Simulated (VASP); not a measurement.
# SbS (Fm-3m) in VASP: further runs

SbS is run at these levels: PBE; tasks: relaxation of cell and atoms, single point.

All numbers are computed with VASP 6.6.1; they aren't measurements. Logs are shortened: lines on timing, memory, paths and dates and some standing lists are left out, and cuts for length are marked.

### Step 1. The cell of the first run

Symmetry: Fm-3m, No. 225, cubic system. Conventional cell: a = 5.810 Å, b = 5.810 Å, c = 5.810 Å, α = 90.00°, β = 90.00°, γ = 90.00°. Within 3.8 Å of Sb (site symmetry m-3m) lie 6 S at 2.90 Å. S (site symmetry m-3m) has 6 Sb at 2.90 Å within 3.8 Å.

### Step 2. Relaxation of cell and atoms, PBE

File INCAR:

```
SYSTEM = SbS
PREC = Accurate
ENCUT = 600
EDIFF = 1E-6
ISMEAR = 0
SIGMA = 0.1
LREAL = .FALSE.
LASPH = .TRUE.
NELM = 60
ALGO = Normal
ISIF = 3
LWAVE = .FALSE.
LCHARG = .FALSE.
GGA = PE
IBRION = 2
NSW = 90
EDIFFG = -0.04
```

File KPOINTS:

```
regular mesh
0
G
  6 6 6
  0 0 0
```

File POSCAR:

```
SbS
1.0
    0.0000000000      2.9048955836      2.9048955836
    2.9048955836      0.0000000000      2.9048955836
    2.9048955836      2.9048955836      0.0000000000
Sb S
1 1
Direct
    0.0000000000      0.0000000000      0.0000000000
    0.5000000000      0.5000000000      0.5000000000
```

Potentials or basis: VASP PAW PBE potentials, release 64 (Sb, S).

Started as:

```sh
$ cat potpaw_PBE.64/Sb/POTCAR potpaw_PBE.64/S/POTCAR > POTCAR
$ mpirun -np 1 vasp_std > vasp.out
```

OUTCAR:

```text
SYSTEM = SbS
   PREC = Accurate
   ENCUT = 600
   EDIFF = 1E-6
   ISMEAR = 0
   LREAL = .FALSE.
   LASPH = .TRUE.
   NELM = 60
   ISIF = 3
   GGA = PE
   IBRION = 2
   NSW = 90
   EDIFFG = -0.04

 ion  position               nearest neighbor table
   1  0.000  0.000  0.000-   2 2.90   2 2.90   2 2.90   2 2.90   2 2.90   2 2.90
   2  0.500  0.500  0.500-   1 2.90   1 2.90   1 2.90   1 2.90   1 2.90   1 2.90

  LATTYP: Found a face centered cubic cell.
 ALAT       =     5.8097911672

  Lattice vectors:

 A1 = (   0.0000000000,   2.9048955836,   2.9048955836)
 A2 = (   2.9048955836,   0.0000000000,   2.9048955836)
 A3 = (   2.9048955836,   2.9048955836,   0.0000000000)

Analysis of symmetry for initial positions (statically):
=====================================================================
 Subroutine PRICEL returns:
 Original cell was already a primitive cell.

 Routine SETGRP: Setting up the symmetry group for a
 face centered cubic supercell.

 Subroutine GETGRP returns: Found 48 space group operations
 (whereof 48 operations were pure point group operations)
 out of a pool of 48 trial point group operations.

The static configuration has the point symmetry O_h .

Analysis of symmetry for dynamics (positions and initial velocities):
=====================================================================
 Subroutine PRICEL returns:
 Original cell was already a primitive cell.

 Routine SETGRP: Setting up the symmetry group for a
 face centered cubic supercell.

 Subroutine GETGRP returns: Found 48 space group operations
 (whereof 48 operations were pure point group operations)
 out of a pool of 48 trial point group operations.

The dynamic configuration has the point symmetry O_h .

 Subroutine INISYM returns: Found 48 space group operations
 (whereof 48 operations are pure point group operations),
 and found     1 'primitive' translations

----------------------------------------------------------------------------------------

                                     Primitive cell

  volume of cell :      49.0254

  direct lattice vectors                    reciprocal lattice vectors
     0.000000000  2.904895584  2.904895584    -0.172123226  0.172123226  0.172123226
     2.904895584  0.000000000  2.904895584     0.172123226 -0.172123226  0.172123226
     2.904895584  2.904895584  0.000000000     0.172123226  0.172123226 -0.172123226

  length of vectors
     4.108142732  4.108142732  4.108142732     0.298126173  0.298126173  0.298126173

  position of ions in fractional coordinates (direct lattice)
     0.000000000  0.000000000  0.000000000
     0.500000000  0.500000000  0.500000000

  ion indices of the primitive-cell ions
   primitive index   ion index
                 1           1
                 2           2

----------------------------------------------------------------------------------------

 KPOINTS: regular mesh

Automatic generation of k-mesh.
 Grid dimensions read from file:
 generate k-points for:    6    6    6

 Generating k-lattice:

  Cartesian coordinates                     Fractional coordinates (reciprocal lattice)
    -0.028687204  0.028687204  0.028687204     0.166666667  0.000000000  0.000000000
     0.028687204 -0.028687204  0.028687204     0.000000000  0.166666667  0.000000000
     0.028687204  0.028687204 -0.028687204     0.000000000  0.000000000  0.166666667

  Length of vectors
     0.049687696  0.049687696  0.049687696

[... 46 lines left out ...]
   EDIFFG = -.4E-01   stopping-criterion for IOM
   NSW    =     90    number of steps for IOM
   IBRION =      2    ionic relax: 0-MD 1-quasi-New 2-CG
   NFREE  =      1    steps in history (QN), initial steepest desc. (CG)
   ISIF   =      3    stress and relaxation
   ISYM   =      2    0-nonsym 1-usesym 2-fastsym
   POTIM  = 0.5000    time-step for ionic-motion
   TEBEG  =    0.0;   TEEND  =   0.0 temperature during run
   PSTRESS=    0.0 pullay stress
   NELECT =      11.0000    total number of electrons
   NUPDOWN=      -1.0000    fix difference up-down
   EMIN   =  10.00;   EMAX   =-10.00  energy-range for DOS
   EFERMI =   0.00;   METHOD = LEGACY
   ISMEAR =     0;   SIGMA  =   0.10  broadening in eV -4-tet -1-fermi 0-gaus
   EFERMI_NEDOS =   21; number of points for ismear=-14 and -15
   IALGO  =     38    algorithm
   IMIX   =      4    mixing-type and parameters
     AMIX     =   0.40;   BMIX     =  1.00
     AMIX_MAG =   1.60;   BMIX_MAG =  1.00
  volume/ion in A,a.u.               =      24.51       165.42
  Fermi-wavevector in a.u.,A,eV,Ry     =   0.994791  1.879882 13.464451  0.989609
  Thomas-Fermi vector in A             =   2.126767
   LORBIT       =      0    0 simple, 1 ext, 2 COOP (PROOUT), +10 PAW based schemes
   GGA     = PE    functional components
   LHFCALC =     F    Hartree Fock is set to
   AEXX    =    0.0000 exact exchange contribution
   IVDW    =     0    specifies the selected vdW correction
   LEPSILON=     F    determine dielectric tensor
   LRPA    =     F    only Hartree local field effects (RPA)
 conjugate gradient relaxation of ions
 non-spin polarized calculation
 Gauss-broadening in eV      SIGMA  =   0.10
  energy-cutoff  :      600.00
  volume of cell :       49.03
 maximum number of plane-waves:      1660
 NGX is ok and might be reduce to    36
   NGX = 17   NGY = 17   NGZ = 17

--------------------------------------- Ionic step        1  -------------------------------------------

 number of electron      11.0000000 magnetization

 Free energy of the ion-electron system (eV)
  ---------------------------------------------------
  ext. energy  EPLUGINS =         0.00000000
  ---------------------------------------------------
  free energy    TOTEN  =        -8.04606427 eV

  energy without entropy =       -8.04053099  energy(sigma->0) =       -8.04329763

------------------------ aborting loop because EDIFF is reached ----------------------------------------

  FORCE on cell =-STRESS in cart. coord.  units (eV):
  Direction    XX          YY          ZZ          XY          YZ          ZX
  --------------------------------------------------------------------------------------
  -------------------------------------------------------------------------------------
  Total       -0.1856701     -0.1856701     -0.1856701      0.0000000      0.0000000     -0.0000000
  in kB       -6.0677958     -6.0677958     -6.0677958      0.0000000      0.0000000     -0.0000000
  external PRESSURE =      -6.0677958 kB  Pullay stress =       0.0000000 kB

 VOLUME and BASIS-vectors are now :
 -----------------------------------------------------------------------------
  energy-cutoff  :      600.00
  volume of cell :       49.03
      direct lattice vectors                 reciprocal lattice vectors
     0.000000000  2.904895584  2.904895584    -0.172123226  0.172123226  0.172123226
     2.904895584  0.000000000  2.904895584     0.172123226 -0.172123226  0.172123226
     2.904895584  2.904895584  0.000000000     0.172123226  0.172123226 -0.172123226

 POSITION                                       TOTAL-FORCE (eV/Angst)
 -----------------------------------------------------------------------------------
      0.00000      0.00000      0.00000        -0.000000      0.000000      0.000000
      2.90490      2.90490      2.90490         0.000000      0.000000     -0.000000
 -----------------------------------------------------------------------------------
    total drift:                                0.000000      0.000000      0.000000

  FREE ENERGIE OF THE ION-ELECTRON SYSTEM (eV)
  ---------------------------------------------------
  free  energy   TOTEN  =        -8.0460642674 eV

  energy  without entropy=       -8.0405309942  energy(sigma->0) =       -8.04329763

--------------------------------------- Ionic step        2  -------------------------------------------

 number of electron      11.0000000 magnetization

 Free energy of the ion-electron system (eV)
  ---------------------------------------------------
  ext. energy  EPLUGINS =         0.00000000
  ---------------------------------------------------
  free energy    TOTEN  =        -8.04683963 eV

  energy without entropy =       -8.04169980  energy(sigma->0) =       -8.04426971

 E-fermi :   7.2489     XC(G=0):  -9.8265

 val. band max:        7.2210791477   @ k =   0.1667   0.1667   0.0000
 cond. band min:       7.3851491706   @ k =   0.3333   0.0000   0.0000
 fundamental gap:      0.1640700229
 Fermi energy:         7.2488529682

 k-point     1 :       0.0000    0.0000    0.0000
  band No.  band energies     occupation
      1      -7.8321      2.00000
      2       0.0610      2.00000
      3       3.7316      2.00000
      4       3.7316      2.00000
      5       3.7316      2.00000
      6       9.8954      0.00000
      7       9.8954      0.00000
      8       9.8954      0.00000
      9      12.2024      0.00000
[... 169 lines left out ...]
 k-point    16 :      -0.3333    0.5000    0.1667
  band No.  band energies     occupation
      1      -6.1355      2.00000
      2      -2.0518      2.00000
      3       0.7172      2.00000
      4       1.6304      2.00000
      5       3.9920      2.00000
      6       8.2358      0.00000
      7      10.0679      0.00000
      8      10.9564      0.00000
      9      11.9187      0.00000

------------------------ aborting loop because EDIFF is reached ----------------------------------------

  FORCE on cell =-STRESS in cart. coord.  units (eV):
  Direction    XX          YY          ZZ          XY          YZ          ZX
  --------------------------------------------------------------------------------------
  -------------------------------------------------------------------------------------
  Total        0.0743595      0.0743595      0.0743595      0.0000000      0.0000000      0.0000000
  in kB        2.4630540      2.4630540      2.4630540      0.0000000      0.0000000      0.0000000
  external PRESSURE =       2.4630540 kB  Pullay stress =       0.0000000 kB

 VOLUME and BASIS-vectors are now :
 -----------------------------------------------------------------------------
  energy-cutoff  :      600.00
  volume of cell :       48.37
      direct lattice vectors                 reciprocal lattice vectors
     0.000000000  2.891885692  2.891885692    -0.172897567  0.172897567  0.172897567
     2.891885692  0.000000000  2.891885692     0.172897567 -0.172897567  0.172897567
     2.891885692  2.891885692 -0.000000000     0.172897567  0.172897567 -0.172897567

 POSITION                                       TOTAL-FORCE (eV/Angst)
 -----------------------------------------------------------------------------------
      2.89189      2.89189     -0.00000         0.000000      0.000000      0.000000
      2.89189      2.89189      2.89189        -0.000000     -0.000000     -0.000000
 -----------------------------------------------------------------------------------
    total drift:                                0.000000      0.000000      0.000000

  FREE ENERGIE OF THE ION-ELECTRON SYSTEM (eV)
  ---------------------------------------------------
  free  energy   TOTEN  =        -8.0468396264 eV

  energy  without entropy=       -8.0416998010  energy(sigma->0) =       -8.04426971

 reached required accuracy - stopping structural energy minimisation
```

Run time: 22 s. Hardware: 1 thread of Intel Xeon Platinum 8375C at 2.90GHz (Ice Lake), shared host; peak memory 0.2 GiB.

Results:

- Free energy: -8.0468 eV
- Relaxed volume: 24.18 Å³/atom
- Relaxed cell: a = 4.090 Å, b = 4.090 Å, c = 4.090 Å, α = 60.00°, β = 60.00°, γ = 60.00°
- Space group after relaxing (to 0.05 Å): Fm-3m (No. 225)
- Energy gained by relaxing: 0.4 meV/atom
- Ionic steps: 2
- Pressure after relaxing: 0.2 GPa

Step by step:
```tsv
step	energy change (eV)	largest force (eV/Å)	pressure (GPa)	volume (Å³)
1	0.0000	0.0000	-0.61	49.03
2	-0.0008	0.0000	0.25	48.37
```

Final structure:
```xyz
2
Lattice="0.0000 2.8919 2.8919 2.8919 0.0000 2.8919 2.8919 2.8919 0.0000" Properties=species:S:1:pos:R:3 pbc="T T T"
Sb    2.8919    2.8919    0.0000
S     2.8919    2.8919    2.8919
```

Levels at points of the mesh, in eV from the Fermi level:
| k point | band 3 | band 4 | band 5 | band 6 | band 7 | band 8 |
| --- | --- | --- | --- | --- | --- | --- |
| (0.00, 0.00, 0.00) | -3.52 | -3.52 | -3.52 | 2.65 | 2.65 | 2.65 |
| (0.50, 0.00, 0.00) | -3.19 | -3.19 | -1.43 | -1.15 | -0.47 | -0.47 |
| (0.50, 0.50, 0.00) | -6.90 | -5.01 | -5.01 | 2.13 | 3.59 | 3.59 |

Caveat: spin-orbit coupling is left out, which moves the levels of the heavy elements.

### Step 3. Single point, PBE

This run uses another cell than the first one, of 24.19 Å³/atom, 0.987 times its volume.

File INCAR:

```
SYSTEM = SbS
PREC = Accurate
ENCUT = 520
EDIFF = 1E-6
ISMEAR = 0
SIGMA = 0.1
LREAL = .False.
LASPH = .True.
NELM = 80
ALGO = Normal
ISIF = 2
LWAVE = .False.
LCHARG = .False.
GGA = PE
NBANDS = 12
```

File KPOINTS:

```
Automatic mesh
0
Gamma
  16 16 16
  0 0 0
```

File POSCAR:

```
SbS
1.0
    0.0000000000      2.8921105024      2.8921105024
    2.8921105024      0.0000000000      2.8921105024
    2.8921105024      2.8921105024      0.0000000000
Sb S
1 1
Direct
    0.0000000000      0.0000000000      0.0000000000
    0.5000000000      0.5000000000      0.5000000000
```

Potentials or basis: VASP PAW PBE potentials, release 64 (Sb, S).

Started as:

```sh
$ cat potpaw_PBE.64/Sb/POTCAR potpaw_PBE.64/S/POTCAR > POTCAR
$ mpirun -np 1 vasp_std > vasp.out
```

Run time: 60 s. Hardware: 1 thread of Intel Xeon Platinum 8375C at 2.90GHz (Ice Lake), shared host; peak memory 0.23 GiB.

It converged, with:

```yaml
Free_energy: -8.1035 eV
Pressure: -0.2 GPa
```

Levels at points of the mesh, in eV from the Fermi level:
```
           k point  band 2  band 3  band 4  band 5  band 6  band 7  band 8  band 9
(0.00, 0.00, 0.00)   -7.15   -3.46   -3.46   -3.46    2.69    2.69    2.69    5.01
(0.50, 0.00, 0.00)  -10.38   -3.13   -3.13   -1.38   -1.09   -0.43   -0.43    7.37
(0.50, 0.50, 0.00)   -8.62   -6.85   -4.95   -4.95    2.18    3.63    3.63    4.19
```

Caveat: spin-orbit coupling is left out, which moves the levels of the heavy elements.

### Step 4. Relaxation of cell and atoms, PBE

This run uses another cell than the first one, of 24.23 Å³/atom, 0.989 times its volume.

File INCAR:

```
SYSTEM = SbS
PREC = Accurate
ENCUT = 600
EDIFF = 1E-6
ISMEAR = 0
SIGMA = 0.1
LREAL = .False.
LASPH = .True.
NELM = 60
ALGO = Normal
ISIF = 3
LWAVE = .False.
LCHARG = .False.
GGA = PE
IBRION = 2
NSW = 100
EDIFFG = -0.01
```

KPOINTS is that of step 3.

File POSCAR:

```
SbS
1.0
    0.0000000000      2.8938235361      2.8938235361
    2.8938235361      0.0000000000      2.8938235361
    2.8938235361      2.8938235361      0.0000000000
Sb S
1 1
Direct
    0.0000000000      0.0000000000      0.0000000000
    0.5000000000      0.5000000000      0.5000000000
```

Started as:

```sh
$ cat potpaw_PBE.64/Sb/POTCAR potpaw_PBE.64/S/POTCAR > POTCAR
$ mpirun -np 1 vasp_std > vasp.out
```

It took 1.7 min on 1 thread of Intel Xeon Platinum 8375C at 2.90GHz (Ice Lake), shared host; peak memory 0.27 GiB.

It converged, with:

```
Free energy                            : -8.1038 eV
Relaxed volume                         : 24.11 Å³/atom
Relaxed cell                           : a = 4.086 Å, b = 4.086 Å, c = 4.086 Å, α = 60.00°, β = 60.00°, γ = 60.00°
Space group after relaxing (to 0.05 Å) : Fm-3m (No. 225)
Energy gained by relaxing              : 0.1 meV/atom
Ionic steps                            : 3
Pressure after relaxing                : 0.0 GPa
```

Step by step:
```
step  energy change (eV)  largest force (eV/Å)  pressure (GPa)  volume (Å³)
   1              0.0000                0.0000           -0.30        48.47
   2             -0.0002                0.0000            0.11        48.14
   3             -0.0002                0.0000            0.01        48.23
```

Final structure:
```xyz
2
Lattice="0.0000 2.8891 2.8891 2.8891 0.0000 2.8891 2.8891 2.8891 0.0000" Properties=species:S:1:pos:R:3 pbc="T T T"
Sb    0.0000    0.0000    0.0000
S     2.8891    2.8891    2.8891
```

Levels at points of the mesh, in eV from the Fermi level:
| k point | band 2 | band 3 | band 4 | band 5 | band 6 | band 7 | band 8 | band 9 |
| --- | --- | --- | --- | --- | --- | --- | --- | --- |
| (0.00, 0.00, 0.00) | -7.13 | -3.47 | -3.47 | -3.47 | 2.70 | 2.70 | 2.70 | 5.00 |
| (0.50, 0.00, 0.00) | -10.39 | -3.14 | -3.14 | -1.38 | -1.09 | -0.43 | -0.43 | 7.37 |
| (0.50, 0.50, 0.00) | -8.62 | -6.87 | -4.97 | -4.97 | 2.16 | 3.65 | 3.65 | 4.21 |

Caveat: spin-orbit coupling is left out, which moves the levels of the heavy elements.

### Step 5. Summary

```csv
task,cell,k mesh,cutoff (eV),gap on the mesh (eV),pressure (GPa),relaxed volume (Å³/atom)
relaxation of cell and atoms,"relaxed from a = 4.108 Å, angles 60.0°, 2 atoms",6 × 6 × 6,600,none,0.2,24.18
single point,"a = 4.090 Å, angles 60.0°, 2 atoms",16 × 16 × 16,520,none,-0.2,-
relaxation of cell and atoms,"relaxed from a = 4.092 Å, angles 60.0°, 2 atoms",16 × 16 × 16,600,none,0.0,24.11
```

Alike in all rows: level PBE; potentials or basis VASP PAW PBE potentials, release 64 (Sb, S); no spin polarisation; smearing gaussian 0.1 eV.

Caveats: spin-orbit coupling is left out, which moves the levels of the heavy elements.

Total energies depend on the potentials used, so only differences within one code and one set of settings carry meaning.
